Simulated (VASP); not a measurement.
Runs of VASP 6.6.1 on Ga. The structure is that of space group I4_1/amd (No. 141), or close to it. The cells are those of the table. 

```tsv
task	cell	cutoff (eV)	gap on the mesh (eV)	pressure (GPa)
single point	a = 3.837 Å, angles 97.0, 97.0, 139.2°, 2 atoms	520	none	(a)
relaxation of shape and atoms at fixed volume	relaxed from a = 3.339 Å, angles 97.0, 97.0, 139.2°, 2 atoms	600	none	101.3
single point	a = 3.686 Å, angles 97.0, 97.0, 139.2°, 2 atoms	520	none	22.6
single point	a = 3.523 Å, angles 96.9, 96.9, 139.3°, 2 atoms	520	none	49.1
```

Alike in all rows: level PBE; potentials or basis VASP PAW PBE potentials, release 64 (Ga_d); no spin polarisation; k mesh 17 × 17 × 17; smearing fermi-dirac 0.08 eV.

Question: Fill in the values left out.

Answer: (a) 8.5.

A k mesh can miss the band edges, and the runs leave out spin-orbit coupling on Ga.

A gap of «none» marks levels without a gap at the run's occupations.
